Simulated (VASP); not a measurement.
# SnO (Pmn2_1) in VASP: further runs

Runs on SnO. Level: PBEsol+D3(BJ). Tasks: single point.

Program: VASP 6.6.1. These are calculated values, not measurements. Logs are shortened: lines on timing, memory, paths and dates and some standing lists are left out, and cuts for length are marked.

## 1. The cell of the first run

It takes space group Pmn2_1 (No. 31, orthorhombic). Conventional cell: a = 3.355 Å, b = 5.674 Å, c = 4.222 Å, α = 90.00°, β = 90.00°, γ = 90.00°. Within 2.8 Å of Sn (site symmetry m) lie 3 O at 2.15 to 2.16 Å. O (site symmetry m) has 3 Sn at 2.15 to 2.16 Å within 2.8 Å.

## 2. Single point, PBEsol+D3(BJ)

The input, INCAR:

```
SYSTEM = SnO
PREC = Accurate ; ENCUT = 520
EDIFF = 1E-7 ; ISMEAR = 0
SIGMA = 0.05 ; LREAL = .FALSE.
LASPH = .TRUE. ; NELM = 100
ALGO = Normal ; ISIF = 2
LWAVE = .FALSE. ; LCHARG = .TRUE.
GGA = PS ; IVDW = 12
LELF = .TRUE. ; LVHAR = .TRUE.
NBANDS = 28
```

The input, KPOINTS:

```
regular mesh
0
G
  8 6 6
  0 0 0
```

The input, POSCAR:

```
SnO
1.0
    3.3550050000      0.0000000000      0.0000000000
    0.0000000000      5.6741040000      0.0000000000
    0.0000000000      0.0000000000      4.2219700000
Sn O
2 2
Direct
    0.0000000000      0.2319090000      0.5131440000
    0.5000000000      0.7680910000      0.0131440000
    0.0000000000      0.8912500000      0.7368570000
    0.5000000000      0.1087500000      0.2368570000
```

Potentials or basis: VASP PAW PBE potentials, release 64 (Sn_d, O).

Command:

```
$ cat potpaw_PBE.64/Sn_d/POTCAR potpaw_PBE.64/O/POTCAR > POTCAR
$ mpirun -np 1 vasp_std > vasp.out
```

OUTCAR:

```text
SYSTEM = SnO
   PREC = Accurate
   ENCUT = 520
   EDIFF = 1E-7
   ISMEAR = 0
   LREAL = .FALSE.
   LASPH = .TRUE.
   NELM = 100
   ISIF = 2
   GGA = PS
   IVDW = 12
 IVDW          = 12

 ion  position               nearest neighbor table
   1  0.000  0.232  0.513-   3 2.15   4 2.16   4 2.16
   2  0.500  0.768  0.013-   4 2.15   3 2.16   3 2.16
   3  0.000  0.891  0.737-   1 2.15   2 2.16   2 2.16
   4  0.500  0.109  0.237-   2 2.15   1 2.16   1 2.16

  LATTYP: Found a simple orthorhombic cell.
 ALAT       =     3.3550050000
 B/A-ratio  =     1.2584094510
 C/A-ratio  =     1.6912356315

  Lattice vectors:

 A1 = (  -3.3550050000,   0.0000000000,   0.0000000000)
 A2 = (   0.0000000000,   0.0000000000,   4.2219700000)
 A3 = (   0.0000000000,   5.6741040000,   0.0000000000)

Analysis of symmetry for initial positions (statically):
=====================================================================
 Subroutine PRICEL returns:
 Original cell was already a primitive cell.

 Routine SETGRP: Setting up the symmetry group for a
 simple orthorhombic supercell.

 Subroutine GETGRP returns: Found  4 space group operations
 (whereof  2 operations were pure point group operations)
 out of a pool of  8 trial point group operations.

The static configuration has the point symmetry C_1h.
 The point group associated with its full space group is C_2v.

Analysis of symmetry for dynamics (positions and initial velocities):
=====================================================================
 Subroutine PRICEL returns:
 Original cell was already a primitive cell.

 Routine SETGRP: Setting up the symmetry group for a
 simple orthorhombic supercell.

 Subroutine GETGRP returns: Found  4 space group operations
 (whereof  2 operations were pure point group operations)
 out of a pool of  8 trial point group operations.

The dynamic configuration has the point symmetry C_1h.
 The point group associated with its full space group is C_2v.

 Subroutine INISYM returns: Found  4 space group operations
 (whereof  2 operations are pure point group operations),
 and found     1 'primitive' translations

----------------------------------------------------------------------------------------

                                     Primitive cell

  volume of cell :      80.3722

  direct lattice vectors                    reciprocal lattice vectors
     3.355005000  0.000000000  0.000000000     0.298062149  0.000000000  0.000000000
     0.000000000  5.674104000  0.000000000     0.000000000  0.176239279  0.000000000
     0.000000000  0.000000000  4.221970000     0.000000000  0.000000000  0.236856254

  length of vectors
     3.355005000  5.674104000  4.221970000     0.298062149  0.176239279  0.236856254

  position of ions in fractional coordinates (direct lattice)
     0.000000000  0.231909000  0.513144000
     0.500000000  0.768091000  0.013144000
     0.000000000  0.891250000  0.736857000
     0.500000000  0.108750000  0.236857000

  ion indices of the primitive-cell ions
   primitive index   ion index
                 1           1
                 2           2
                 3           3
                 4           4

----------------------------------------------------------------------------------------

 KPOINTS: regular mesh

Automatic generation of k-mesh.
 Grid dimensions read from file:
 generate k-points for:    8    6    6

 Generating k-lattice:

  Cartesian coordinates                     Fractional coordinates (reciprocal lattice)
     0.037257769  0.000000000  0.000000000     0.125000000  0.000000000  0.000000000
     0.000000000  0.029373213  0.000000000     0.000000000  0.166666667  0.000000000
     0.000000000  0.000000000  0.039476042     0.000000000  0.000000000  0.166666667

  Length of vectors
     0.037257769  0.029373213  0.039476042

  Shift w.r.t. Gamma in fractional coordinates (k-lattice)
     0.000000000  0.000000000  0.000000000

 Subroutine IBZKPT returns following result:
 ===========================================

 Found     80 irreducible k-points:

 Following reciprocal coordinates:
            Coordinates               Weight
  0.000000  0.000000  0.000000      1.000000
  0.125000  0.000000  0.000000      2.000000
  0.250000  0.000000  0.000000      2.000000
  0.375000  0.000000  0.000000      2.000000
  0.500000  0.000000  0.000000      1.000000
  0.000000  0.166667  0.000000      2.000000
[... 16 lines left out ...]
  0.250000  0.000000  0.166667      4.000000
  0.375000  0.000000  0.166667      4.000000
 [... further k-points ...]
   k-points           NKPTS =     80   k-points in BZ     NKDIM =     80   number of bands    NBANDS=     28
   number of dos      NEDOS =    301   number of ions     NIONS =      4
   total plane-waves  NPLWV =  37632
   dimension x,y,z NGX =    28 NGY =   42 NGZ =   32
   dimension x,y,z NGXF=    56 NGYF=   84 NGZF=   64
   ions per type =               2   2
   NGX,Y,Z   is equivalent  to a cutoff of  13.87, 12.31, 12.60 a.u.
   NGXF,Y,Z  is equivalent  to a cutoff of  27.75, 24.61, 25.20 a.u.
 SYSTEM =  SnO
   PREC   = accura    normal or accurate (medium, high low for compatibility)
   ISTART =      0    job   : 0-new  1-cont  2-samecut
   ICHARG =      2    charge: 1-file 2-atom 10-const
   ISPIN  =      1    spin polarized calculation?
   LNONCOLLINEAR =      F non collinear calculations
   LSORBIT =      F    spin-orbit coupling
   LASPH  =      T    aspherical Exc in radial PAW
   ENCUT  =  520.0 eV  38.22 Ry    6.18 a.u.   6.24 10.55  7.85*2*pi/ulx,y,z
   NELM   =    100;   NELMIN=  2; NELMDL= -5     # of ELM steps
   EDIFF  = 0.1E-06   stopping-criterion for ELM
   LREAL  =      F    real-space projection
   EDIFFG = 0.1E-05   stopping-criterion for IOM
   NSW    =      0    number of steps for IOM
   IBRION =     -1    ionic relax: 0-MD 1-quasi-New 2-CG
   NFREE  =      0    steps in history (QN), initial steepest desc. (CG)
   ISIF   =      2    stress and relaxation
   ISYM   =      2    0-nonsym 1-usesym 2-fastsym
   POTIM  = 0.5000    time-step for ionic-motion
   TEBEG  =    0.0;   TEEND  =   0.0 temperature during run
   PSTRESS=    0.0 pullay stress
   NELECT =      40.0000    total number of electrons
   NUPDOWN=      -1.0000    fix difference up-down
   EMIN   =  10.00;   EMAX   =-10.00  energy-range for DOS
   EFERMI =   0.00;   METHOD = LEGACY
   ISMEAR =     0;   SIGMA  =   0.05  broadening in eV -4-tet -1-fermi 0-gaus
   EFERMI_NEDOS =   21; number of points for ismear=-14 and -15
   IALGO  =     38    algorithm
   IMIX   =      4    mixing-type and parameters
     AMIX     =   0.40;   BMIX     =  1.00
     AMIX_MAG =   1.60;   BMIX_MAG =  1.00
  volume/ion in A,a.u.               =      20.09       135.59
  Fermi-wavevector in a.u.,A,eV,Ry     =   1.297357  2.451650 22.900458  1.683136
  Thomas-Fermi vector in A             =   2.428755
   LORBIT       =      0    0 simple, 1 ext, 2 COOP (PROOUT), +10 PAW based schemes
   GGA     = PS    functional components
   LHFCALC =     F    Hartree Fock is set to
   AEXX    =    0.0000 exact exchange contribution
   IVDW    =    12    specifies the selected vdW correction
   LEPSILON=     F    determine dielectric tensor
   LRPA    =     F    only Hartree local field effects (RPA)
 non-spin polarized calculation
 Gauss-broadening in eV      SIGMA  =   0.05
  energy-cutoff  :      520.00
  volume of cell :       80.37
 maximum number of plane-waves:      2178
 NGX is ok and might be reduce to    28
   NGX = 13   NGY = 21   NGZ = 15

 number of electron      39.9999992 magnetization

 Free energy of the ion-electron system (eV)
  ---------------------------------------------------
  ext. energy  EPLUGINS =         0.00000000
  ---------------------------------------------------
  free energy    TOTEN  =       -23.79590310 eV

  energy without entropy =      -23.79590310  energy(sigma->0) =      -23.79590310

 E-fermi :   4.9185     XC(G=0):  -9.7645

 val. band max:        4.7071547618   @ k =   0.0000   0.0000   0.0000
 cond. band min:       6.0366627368   @ k =   0.3750   0.5000   0.0000
 fundamental gap:      1.3295079751
 Fermi energy:         4.9184815834

 k-point     1 :       0.0000    0.0000    0.0000
  band No.  band energies     occupation
      1     -16.4165      2.00000
      2     -16.0897      2.00000
      3     -16.0056      2.00000
      4     -15.9792      2.00000
      5     -15.9518      2.00000
      6     -15.9204      2.00000
[... 20 lines left out ...]
     27      13.3581      0.00000
     28      13.9403      0.00000

 k-point     2 :       0.1250    0.0000    0.0000
  band No.  band energies     occupation
      1     -16.4096      2.00000
      2     -16.0795      2.00000
      3     -16.0161      2.00000
      4     -15.9958      2.00000
      5     -15.9601      2.00000
      6     -15.9205      2.00000
[... 20 lines left out ...]
     27      13.3867      0.00000
     28      14.0623      0.00000

 k-point     3 :       0.2500    0.0000    0.0000
  band No.  band energies     occupation
      1     -16.4017      2.00000
      2     -16.1730      2.00000
      3     -15.9902      2.00000
      4     -15.9771      2.00000
      5     -15.9639      2.00000
      6     -15.9256      2.00000
[... 20 lines left out ...]
     27      12.9712      0.00000
     28      14.2245      0.00000

 k-point     4 :       0.3750    0.0000    0.0000
  band No.  band energies     occupation
      1     -16.3983      2.00000
      2     -16.2947      2.00000
      3     -15.9727      2.00000
      4     -15.9570      2.00000
      5     -15.9412      2.00000
      6     -15.9284      2.00000
[... 20 lines left out ...]
     27      12.9599      0.00000
     28      14.4002      0.00000

 k-point     5 :       0.5000    0.0000    0.0000
  band No.  band energies     occupation
      1     -16.3715      2.00000
      2     -16.3715      2.00000
      3     -15.9640      2.00000
      4     -15.9640      2.00000
      5     -15.9289      2.00000
      6     -15.9289      2.00000
[... 20 lines left out ...]
     27      13.9391      0.00000
     28      13.9391      0.00000

 k-point     6 :       0.0000    0.1667    0.0000
  band No.  band energies     occupation
      1     -16.4145      2.00000
      2     -16.0908      2.00000
      3     -16.0039      2.00000
      4     -15.9785      2.00000
      5     -15.9525      2.00000
      6     -15.9224      2.00000
[... 463 lines left out ...]
      5     -15.9555      2.00000
      6     -15.9353      2.00000
[... 20 lines left out ...]
     27      13.8293      0.00000
     28      14.6447      0.00000

 k-point    22 :       0.1250    0.0000    0.1667
  band No.  band energies     occupation
      1     -16.3951      2.00000
      2     -16.1144      2.00000
      3     -16.0087      2.00000
      4     -15.9920      2.00000
      5     -15.9630      2.00000
      6     -15.9309      2.00000
[... 20 lines left out ...]
     27      13.9604      0.00000
     28      14.9545      0.00000

 k-point    23 :       0.2500    0.0000    0.1667
  band No.  band energies     occupation
      1     -16.3932      2.00000
      2     -16.1981      2.00000
      3     -15.9901      2.00000
      4     -15.9799      2.00000
      5     -15.9603      2.00000
      6     -15.9322      2.00000
[... 20 lines left out ...]
     27      13.6403      0.00000
     28      15.0108      0.00000

 k-point    24 :       0.3750    0.0000    0.1667
  band No.  band energies     occupation
      1     -16.3980      2.00000
      2     -16.3096      2.00000
      3     -15.9782      2.00000
      4     -15.9672      2.00000
      5     -15.9360      2.00000
      6     -15.9254      2.00000
[... 20 lines left out ...]
     27      13.6646      0.00000
     28      14.6763      0.00000

 [... further k-points ...]

------------------------ aborting loop because EDIFF is reached ----------------------------------------

 Edisp (eV)   -0.74872

 E8    (eV) :    -0.4950

  FORCE on cell =-STRESS in cart. coord.  units (eV):
  Direction    XX          YY          ZZ          XY          YZ          ZX
  --------------------------------------------------------------------------------------
  -------------------------------------------------------------------------------------
  Total      -2.54429    -2.05883    -2.02098     0.00000     0.00000     0.00000
  in kB     -50.71920   -41.04176   -40.28722     0.00000     0.00000     0.00000
  external pressure =      -44.02 kB  Pullay stress =        0.00 kB

 VOLUME and BASIS-vectors are now :
 -----------------------------------------------------------------------------
  energy-cutoff  :      520.00
  volume of cell :       80.37
      direct lattice vectors                 reciprocal lattice vectors
     3.355005000  0.000000000  0.000000000     0.298062149  0.000000000  0.000000000
     0.000000000  5.674104000  0.000000000     0.000000000  0.176239279  0.000000000
     0.000000000  0.000000000  4.221970000     0.000000000  0.000000000  0.236856254

 POSITION                                       TOTAL-FORCE (eV/Angst)
 -----------------------------------------------------------------------------------
      0.00000      1.31588      2.16648         0.000000     -0.328568     -0.100133
      1.67750      4.35823      0.05549         0.000000      0.328568     -0.100133
      0.00000      5.05705      3.11099         0.000000      0.121076      0.100133
      1.67750      0.61706      1.00000         0.000000     -0.121076      0.100133
 -----------------------------------------------------------------------------------
    total drift:                                0.000000      0.000000     -0.000258

  FREE ENERGIE OF THE ION-ELECTRON SYSTEM (eV)
  ---------------------------------------------------
  free  energy   TOTEN  =       -24.5446198856 eV

  energy  without entropy=      -24.5446198856  energy(sigma->0) =      -24.54461989
```

Wall time 3.7 min (1 thread of Intel Xeon Platinum 8488C (Sapphire Rapids), shared host); peak memory 0.29 GiB.

Results:

| Property | Result |
| --- | --- |
| Free energy | -24.5446 eV |
| Pressure | -4.4 GPa |
| Largest force | 0.343 eV/Å |
| Band gap on the k mesh | 1.33 eV (least direct gap 1.97 eV) |
| Dispersion energy per atom | -0.187 eV |

Forces in eV/Å, atoms in the order of the input:
```
Sn   0.000 -0.329 -0.100
Sn   0.000  0.329 -0.100
O    0.000  0.121  0.100
O    0.000 -0.121  0.100
```

Stress tensor (GPa, compression positive):
```
-5.07  0.00  0.00
 0.00 -4.10  0.00
 0.00  0.00 -4.03
```

Caveat: the cell stands under tension; the PAW data sets were made with another functional, which shifts forces and pressure a little; spin-orbit coupling is left out, which moves the levels of the heavy elements. A k mesh can miss the band edges.

## 3. Single point, PBEsol+D3(BJ)

The input, INCAR:

```
ALGO = Normal ; EDIFF = 1E-6
ENCUT = 520 ; GGA = PS
ISIF = 2 ; ISMEAR = 0
IVDW = 12 ; LASPH = True
LCHARG = False ; LREAL = False
LWAVE = False ; NBANDS = 28
NELM = 100 ; PREC = Accurate
SIGMA = 0.05
```

The input, KPOINTS:

```
k-points
0
Gamma
  10 6 8
```

POSCAR is that of step 2.

Potentials or basis: VASP PAW PBE potentials, release 64 (Sn_d, O).

Command:

```
$ cat potpaw_PBE.64/Sn_d/POTCAR potpaw_PBE.64/O/POTCAR > POTCAR
$ mpirun -np 1 vasp_std > vasp.out
```

Wall time 4.3 min (1 thread of Intel Xeon Platinum 8488C (Sapphire Rapids), shared host); peak memory 0.35 GiB.

It converged, with:

* Free energy: -24.5447 eV
* Pressure: -4.4 GPa
* Largest force: 0.343 eV/Å
* Band gap on the k mesh: 1.29 eV (least direct gap 1.92 eV)
* Dispersion energy per atom: -0.187 eV

Forces on the atoms (eV/Å):
```
Sn   0.000 -0.328 -0.100
Sn   0.000  0.328 -0.100
O    0.000  0.121  0.100
O    0.000 -0.121  0.100
```

Stress tensor (GPa, compression positive):
```
-5.07  0.00  0.00
 0.00 -4.11  0.00
 0.00  0.00 -4.03
```

Levels at points of the mesh, in eV from the valence-band top:
```csv
k point,band 17,band 18,band 19,band 20,band 21,band 22,band 23,band 24
"(0.00, 0.00, 0.00)",-3.50,-2.64,-2.05,0.00,2.61,3.10,5.81,5.86
"(0.50, 0.00, 0.00)",-2.58,-2.58,-1.25,-1.25,2.53,2.53,5.48,5.48
"(0.00, 0.50, 0.00)",-3.80,-2.66,-1.59,-1.37,3.27,3.86,4.79,4.97
"(0.50, 0.50, 0.00)",-2.65,-2.65,-0.91,-0.91,1.83,1.83,6.23,6.23
"(0.00, 0.00, 0.50)",-3.20,-3.20,-1.66,-1.66,2.61,2.61,5.17,5.17
"(0.50, 0.00, 0.50)",-3.15,-3.15,-1.08,-1.08,2.06,2.06,4.56,4.56
"(0.00, 0.50, 0.50)",-2.92,-2.92,-1.51,-1.51,1.87,1.87,5.92,5.92
"(0.50, 0.50, 0.50)",-3.43,-3.43,-0.43,-0.43,2.38,2.38,4.10,4.10
```

Caveat: the cell stands under tension; the PAW data sets were made with another functional, which shifts forces and pressure a little; spin-orbit coupling is left out, which moves the levels of the heavy elements. A k mesh can miss the band edges.
